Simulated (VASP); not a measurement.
# KNbO2 (P-6m2) in VASP: single point with PBE

Aim: the single point of KNbO2 with PBE.

Program: VASP 6.6.1. These are calculated values, not measurements. Logs are shortened: lines on timing, memory, paths and dates and some standing lists are left out, and cuts for length are marked.

## Step 1: The cell of the first run

Symmetry: P-6m2, No. 187, hexagonal system. Conventional cell: a = 4.631 Å, b = 4.631 Å, c = 3.973 Å, α = 90.00°, β = 90.00°, γ = 120.00°. K (site symmetry -6m2) has 3 Nb at 2.67 Å and 9 O at 2.67 to 3.33 Å within 3.5 Å. Nb (site symmetry -6m2) has 3 K at 2.67 Å and 9 O at 2.67 to 3.33 Å within 3.5 Å. O (site symmetry -6m2) has 2 O at 1.99 Å within 2.6 Å. O (site symmetry -6m2) has 2 O at 1.99 Å within 2.6 Å.

## Step 2: Single point, PBE

INCAR reads:

```
SYSTEM = KNbO2
PREC = Accurate
ENCUT = 520
EDIFF = 1E-6
ISMEAR = 0
SIGMA = 0.1
LREAL = .False.
LASPH = .True.
NELM = 80
ALGO = Normal
ISIF = 2
LWAVE = .False.
LCHARG = .False.
GGA = PE
NBANDS = 25
```

KPOINTS reads:

```
regular mesh
0
Gamma
  6 6 4
  0 0 0
```

POSCAR reads:

```
KNbO2
1.0
    4.6305949500      0.0000000000      0.0000000000
   -2.3152974700      4.0102128600      0.0000000000
    0.0000000000      0.0000000000      3.9729990100
K Nb O
1 1 2
Direct
    0.3333333300      0.6666666700      0.0000000000
    0.0000000000      0.0000000000      0.0000000000
    0.6666666700      0.3333333300      0.0000000000
    0.6666666700      0.3333333300      0.5000000000
```

Potentials or basis: VASP PAW PBE potentials, release 64 (K_sv, Nb_sv, O).

Launch:

```bash
> cat potpaw_PBE.64/K_sv/POTCAR potpaw_PBE.64/Nb_sv/POTCAR potpaw_PBE.64/O/POTCAR > POTCAR
> mpirun -np 1 vasp_std > vasp.out
```

OUTCAR:

```text
SYSTEM = KNbO2
   PREC = Accurate
   ENCUT = 520
   EDIFF = 1E-6
   ISMEAR = 0
   LREAL = .False.
   LASPH = .True.
   NELM = 80
   ISIF = 2
   GGA = PE

 ion  position               nearest neighbor table
   1  0.333  0.667  0.000-   2 2.67   3 2.67   3 2.67   2 2.67   2 2.67   3 2.67
   2  0.000  0.000  0.000-   1 2.67   1 2.67   1 2.67
   3  0.667  0.333  0.000-   1 2.67   1 2.67   1 2.67
   4  0.667  0.333  0.500-

  LATTYP: Found a hexagonal cell.
 ALAT       =     4.6305949500
 C/A-ratio  =     0.8579888876

  Lattice vectors:

 A1 = (   4.6305949500,   0.0000000000,   0.0000000000)
 A2 = (  -2.3152974700,   4.0102128600,   0.0000000000)
 A3 = (   0.0000000000,   0.0000000000,   3.9729990100)

Analysis of symmetry for initial positions (statically):
[... 9 lines left out ...]
 out of a pool of 24 trial point group operations.

The static configuration has the point symmetry D_3h.

Analysis of symmetry for dynamics (positions and initial velocities):
[... 9 lines left out ...]
 out of a pool of 24 trial point group operations.

The dynamic configuration has the point symmetry D_3h.

 Subroutine INISYM returns: Found 12 space group operations
[... 5 lines left out ...]
                                     Primitive cell

  volume of cell :      73.7773

  direct lattice vectors                    reciprocal lattice vectors
     4.630594950  0.000000000  0.000000000     0.215954971  0.124681661  0.000000000
    -2.315297470  4.010212860  0.000000000     0.000000000  0.249363322  0.000000000
     0.000000000  0.000000000  3.972999010     0.000000000  0.000000000  0.251699031

  length of vectors
     4.630594950  4.630594946  3.972999010     0.249363322  0.249363322  0.251699031

  position of ions in fractional coordinates (direct lattice)
     0.333333330  0.666666670  0.000000000
     0.000000000  0.000000000  0.000000000
     0.666666670  0.333333330  0.000000000
     0.666666670  0.333333330  0.500000000

  ion indices of the primitive-cell ions
   primitive index   ion index
                 1           1
                 2           2
                 3           3
                 4           4

----------------------------------------------------------------------------------------

 KPOINTS: regular mesh

Automatic generation of k-mesh.
 Grid dimensions read from file:
 generate k-points for:    6    6    4

 Generating k-lattice:

  Cartesian coordinates                     Fractional coordinates (reciprocal lattice)
     0.035992495  0.020780277  0.000000000     0.166666667  0.000000000  0.000000000
     0.000000000  0.041560554  0.000000000     0.000000000  0.166666667  0.000000000
     0.000000000  0.000000000  0.062924758     0.000000000  0.000000000  0.250000000

  Length of vectors
     0.041560554  0.041560554  0.062924758

  Shift w.r.t. Gamma in fractional coordinates (k-lattice)
     0.000000000  0.000000000  0.000000000

 Subroutine IBZKPT returns following result:
 ===========================================

 Found     21 irreducible k-points:

 Following reciprocal coordinates:
            Coordinates               Weight
  0.000000  0.000000  0.000000      1.000000
  0.166667  0.000000  0.000000      6.000000
  0.333333  0.000000  0.000000      6.000000
  0.500000  0.000000  0.000000      3.000000
  0.166667  0.166667  0.000000      6.000000
  0.333333  0.166667  0.000000     12.000000
[... 13 lines left out ...]
  0.333333  0.166667  0.500000     12.000000
  0.333333  0.333333  0.500000      2.000000
   k-points           NKPTS =     21   k-points in BZ     NKDIM =     21   number of bands    NBANDS=     25
   number of dos      NEDOS =    301   number of ions     NIONS =      4
   total plane-waves  NPLWV =  38880
   dimension x,y,z NGX =    36 NGY =   36 NGZ =   30
   dimension x,y,z NGXF=    72 NGYF=   72 NGZF=   60
   ions per type =               1   1   2
   NGX,Y,Z   is equivalent  to a cutoff of  12.92, 12.92, 12.55 a.u.
   NGXF,Y,Z  is equivalent  to a cutoff of  25.85, 25.85, 25.11 a.u.
 SYSTEM =  KNbO2
   PREC   = accura    normal or accurate (medium, high low for compatibility)
   ISTART =      0    job   : 0-new  1-cont  2-samecut
   ICHARG =      2    charge: 1-file 2-atom 10-const
   ISPIN  =      1    spin polarized calculation?
   LNONCOLLINEAR =      F non collinear calculations
   LSORBIT =      F    spin-orbit coupling
   LASPH  =      T    aspherical Exc in radial PAW
   ENCUT  =  520.0 eV  38.22 Ry    6.18 a.u.   8.61  8.61  7.39*2*pi/ulx,y,z
   NELM   =     80;   NELMIN=  2; NELMDL= -5     # of ELM steps
   EDIFF  = 0.1E-05   stopping-criterion for ELM
   LREAL  =      F    real-space projection
   EDIFFG = 0.1E-04   stopping-criterion for IOM
   NSW    =      0    number of steps for IOM
   IBRION =     -1    ionic relax: 0-MD 1-quasi-New 2-CG
   NFREE  =      0    steps in history (QN), initial steepest desc. (CG)
   ISIF   =      2    stress and relaxation
   ISYM   =      2    0-nonsym 1-usesym 2-fastsym
   POTIM  = 0.5000    time-step for ionic-motion
   TEBEG  =    0.0;   TEEND  =   0.0 temperature during run
   PSTRESS=    0.0 pullay stress
   NELECT =      34.0000    total number of electrons
   NUPDOWN=      -1.0000    fix difference up-down
   EMIN   =  10.00;   EMAX   =-10.00  energy-range for DOS
   EFERMI =   0.00;   METHOD = LEGACY
   ISMEAR =     0;   SIGMA  =   0.10  broadening in eV -4-tet -1-fermi 0-gaus
   EFERMI_NEDOS =   21; number of points for ismear=-14 and -15
   IALGO  =     38    algorithm
   IMIX   =      4    mixing-type and parameters
     AMIX     =   0.40;   BMIX     =  1.00
     AMIX_MAG =   1.60;   BMIX_MAG =  1.00
  volume/ion in A,a.u.               =      18.44       124.47
  Fermi-wavevector in a.u.,A,eV,Ry     =   1.264524  2.389603 21.755984  1.599020
  Thomas-Fermi vector in A             =   2.397824
   LORBIT       =      0    0 simple, 1 ext, 2 COOP (PROOUT), +10 PAW based schemes
   GGA     = PE    functional components
   LHFCALC =     F    Hartree Fock is set to
   AEXX    =    0.0000 exact exchange contribution
   IVDW    =     0    specifies the selected vdW correction
   LEPSILON=     F    determine dielectric tensor
   LRPA    =     F    only Hartree local field effects (RPA)
 non-spin polarized calculation
 Gauss-broadening in eV      SIGMA  =   0.10
  energy-cutoff  :      520.00
  volume of cell :       73.78
 maximum number of plane-waves:      2009
 NGX is ok and might be reduce to    36
   NGX = 17   NGY = 17   NGZ = 15

 number of electron      33.9999995 magnetization

 Free energy of the ion-electron system (eV)
  ---------------------------------------------------
  ext. energy  EPLUGINS =         0.00000000
  ---------------------------------------------------
  free energy    TOTEN  =       -15.99964655 eV

  energy without entropy =      -15.96335963  energy(sigma->0) =      -15.98150309

 E-fermi :   3.7728     XC(G=0):  -9.6224

 val. band max:        3.7698272592   @ k =   0.3333   0.3333   0.0000
 cond. band min:       3.7926613161   @ k =   0.3333   0.0000   0.0000
 fundamental gap:      0.0228340569
 Fermi energy:         3.7727890126

 k-point     1 :       0.0000    0.0000    0.0000
  band No.  band energies     occupation
      1     -52.1462      2.00000
      2     -28.3285      2.00000
      3     -28.3285      2.00000
      4     -28.0577      2.00000
      5     -27.6641      2.00000
      6     -15.3052      2.00000
[... 17 lines left out ...]
     24       9.4882      0.00000
     25       9.4882      0.00000

 k-point     2 :       0.1667    0.0000    0.0000
  band No.  band energies     occupation
      1     -52.1460      2.00000
      2     -28.4066      2.00000
      3     -28.3298      2.00000
      4     -28.0574      2.00000
      5     -27.5795      2.00000
      6     -15.3294      2.00000
[... 17 lines left out ...]
     24       9.6343      0.00000
     25       9.7050      0.00000

 k-point     3 :       0.3333    0.0000    0.0000
  band No.  band energies     occupation
      1     -52.1457      2.00000
      2     -28.5268      2.00000
      3     -28.3324      2.00000
      4     -28.0569      2.00000
      5     -27.4463      2.00000
      6     -15.3658      2.00000
[... 17 lines left out ...]
     24       9.8178      0.00000
     25      10.0257      0.00000

 k-point     4 :       0.5000    0.0000    0.0000
  band No.  band energies     occupation
      1     -52.1456      2.00000
      2     -28.5767      2.00000
      3     -28.3337      2.00000
      4     -28.0566      2.00000
      5     -27.3901      2.00000
      6     -15.3786      2.00000
[... 17 lines left out ...]
     24       9.7752      0.00000
     25       9.9715      0.00000

 k-point     5 :       0.1667    0.1667    0.0000
  band No.  band energies     occupation
      1     -52.1458      2.00000
      2     -28.4984      2.00000
      3     -28.3334      2.00000
      4     -28.0570      2.00000
      5     -27.4763      2.00000
      6     -15.3567      2.00000
[... 17 lines left out ...]
     24       9.5855      0.00000
     25      10.2067      0.00000

 k-point     6 :       0.3333    0.1667    0.0000
  band No.  band energies     occupation
      1     -52.1456      2.00000
      2     -28.5735      2.00000
      3     -28.3377      2.00000
      4     -28.0566      2.00000
      5     -27.3894      2.00000
      6     -15.3730      2.00000
[... 17 lines left out ...]
     24       9.6319      0.00000
     25       9.6520      0.00000
[... 309 lines left out ...]
 k-point    18 :       0.5000    0.0000    0.5000
  band No.  band energies     occupation
      1     -52.1445      2.00000
      2     -28.5715      2.00000
      3     -28.3315      2.00000
      4     -28.0833      2.00000
      5     -27.3822      2.00000
      6     -14.5692      2.00000
[... 17 lines left out ...]
     24      10.5223      0.00000
     25      10.5428      0.00000

 k-point    19 :       0.1667    0.1667    0.5000
  band No.  band energies     occupation
      1     -52.1447      2.00000
      2     -28.4939      2.00000
      3     -28.3311      2.00000
      4     -28.0839      2.00000
      5     -27.4677      2.00000
      6     -14.5334      2.00000
[... 17 lines left out ...]
     24       9.8424      0.00000
     25      10.3564      0.00000

 k-point    20 :       0.3333    0.1667    0.5000
  band No.  band energies     occupation
      1     -52.1444      2.00000
      2     -28.5684      2.00000
      3     -28.3354      2.00000
      4     -28.0833      2.00000
      5     -27.3815      2.00000
      6     -14.5605      2.00000
[... 17 lines left out ...]
     24      10.5447      0.00000
     25      10.6456      0.00000

 k-point    21 :       0.3333    0.3333    0.5000
  band No.  band energies     occupation
      1     -52.1444      2.00000
      2     -28.5883      2.00000
      3     -28.3400      2.00000
      4     -28.0831      2.00000
      5     -27.3546      2.00000
      6     -14.5580      2.00000
[... 17 lines left out ...]
     24      10.6158      0.00000
     25      10.6307      0.00000

------------------------ aborting loop because EDIFF is reached ----------------------------------------

  FORCE on cell =-STRESS in cart. coord.  units (eV):
  Direction    XX          YY          ZZ          XY          YZ          ZX
  --------------------------------------------------------------------------------------
  -------------------------------------------------------------------------------------
  Total       -3.5946408     -3.5946408     -3.6699655     -0.0000000      0.0000000      0.0000000
  in kB      -78.0626717    -78.0626716    -79.6984531     -0.0000001      0.0000000      0.0000000
  external PRESSURE =     -78.6079321 kB  Pullay stress =       0.0000000 kB

 VOLUME and BASIS-vectors are now :
 -----------------------------------------------------------------------------
  energy-cutoff  :      520.00
  volume of cell :       73.78
      direct lattice vectors                 reciprocal lattice vectors
     4.630594950  0.000000000  0.000000000     0.215954971  0.124681661  0.000000000
    -2.315297470  4.010212860  0.000000000     0.000000000  0.249363322  0.000000000
     0.000000000  0.000000000  3.972999010     0.000000000  0.000000000  0.251699031

 POSITION                                       TOTAL-FORCE (eV/Angst)
 -----------------------------------------------------------------------------------
     -0.00000      2.67348      0.00000         0.000000     -0.000000      0.000000
      0.00000      0.00000      0.00000        -0.000000      0.000000      0.000000
      2.31530      1.33674      0.00000        -0.000000      0.000000      0.000000
      2.31530      1.33674      1.98650        -0.000000      0.000000      0.000000
 -----------------------------------------------------------------------------------
    total drift:                               -0.000047      0.000027     -0.000000

  FREE ENERGIE OF THE ION-ELECTRON SYSTEM (eV)
  ---------------------------------------------------
  free  energy   TOTEN  =       -15.9996465506 eV

  energy  without entropy=      -15.9633596279  energy(sigma->0) =      -15.98150309
```

It took 22 s on 1 thread of Intel Xeon 6975P-C (Granite Rapids), shared host; peak memory 0.2 GiB.

Results:

```
Free energy            : -15.9996 eV
Pressure               : -7.9 GPa
Band gap on the k mesh : zero (band 17 reaches 3.94 eV, above the bottom of band 18 at 3.42 eV)
```

Stress tensor (GPa, compression positive):
```
-7.81  0.00  0.00
 0.00 -7.81  0.00
 0.00  0.00 -7.97
```

Levels at points of the mesh, in eV from the Fermi level:
```tsv
k point	band 14	band 15	band 16	band 17	band 18	band 19	band 20	band 21
(0.00, 0.00, 0.00)	-1.46	-1.25	-1.25	0.15	0.15	0.28	1.15	1.15
(0.50, 0.00, 0.00)	-2.07	-1.35	-0.56	-0.14	-0.02	0.40	0.49	2.35
(0.00, 0.00, 0.50)	-2.28	-2.11	-1.46	-0.29	-0.29	0.38	1.21	1.21
(0.50, 0.00, 0.50)	-2.64	-2.28	-1.39	-0.46	-0.06	0.14	0.52	1.17
```

Caveat: the k points lie up to 0.40 Å⁻¹ apart.
